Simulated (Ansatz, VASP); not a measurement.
Se: VASP beside Ansatz

File INCAR:

```
SYSTEM = Se
PREC = Accurate
ENCUT = 600
EDIFF = 1E-7
ISMEAR = 0
SIGMA = 0.02
LREAL = .False.
LASPH = .True.
NELM = 60
ALGO = Normal
ISIF = 3
LWAVE = .False.
LCHARG = .False.
GGA = PS
IBRION = 2
NSW = 100
EDIFFG = -0.005
```

The input KPOINTS:

```
Automatic mesh
0
Gamma
  6 6 6
  0 0 0
```

File POSCAR:

```
Se
1.0
    4.3661999489      0.0000000000      0.0000000000
   -2.1830999745      3.7812400738      0.0000000000
    0.0000000000      0.0000000000      4.9536000000
Se
3
Direct
    0.2254000000      0.0000000000      0.3333333333
    0.0000000000      0.2254000000      0.6666666667
    0.7746000000      0.7746000000      0.0000000000
```

Input for Ansatz:

```yaml
crystal:
  lattice:
    - [4.3661999489, 0.0, 0.0]
    - [-2.1830999745, 3.7812400738, 0.0]
    - [0.0, 0.0, 4.9536]
  atoms:
    - { symbol: Se, position: [0.2254, 0.0, 0.3333333333] }
    - { symbol: Se, position: [0.0, 0.2254, 0.6666666667] }
    - { symbol: Se, position: [0.7746, 0.7746, 0.0] }
basis:
  ecutwfc: 420
kpoints:
  mp_grid: { grid: [6, 6, 6] }
hamiltonian:
  xc: pbesol
scf:
  occupations: { method: gaussian, width: 0.02 }
output:
  forces: true
  stress: true
  eigenvalues: true
relax:
  adjacent_minimum: "off"
  f_tol: 0.005
  max_steps: 80
  cell: { stress_tol: 0.05 }
```

Alike in both runs: task relaxation of cell and atoms; functional PBEsol; k mesh 6 × 6 × 6; occupations gaussian, width 0.02 eV; no spin polarisation.

```csv
,VASP,Ansatz
version,VASP 6.6.1,Ansatz 0.2.0
potentials or method,"VASP PAW PBE potentials, release 64 (Se), cutoff 600 eV","scalar-relativistic, plane waves, PAW"
valence electrons in the cell,18,48
```

VASP gave:

```
gap on the k mesh at the Fermi level, each at its own relaxed structure (eV) : 0.43
relaxed volume (Å³/atom)                                                     : 24.13
relaxed cell length with the largest relative difference (Å)                 : 5.126
```

Problem. Estimate Ansatz's values.

Solution. gap on the k mesh at the Fermi level, each at its own relaxed structure (eV): 0.46; relaxed volume (Å³/atom): 24.13; relaxed cell length with the largest relative difference (Å): 5.118.

VASP's potentials were made for PBE, not for PBEsol. VASP's potentials hold 18 valence electrons a cell and Ansatz's 48, so a difference there can come from the potentials and not from the codes.
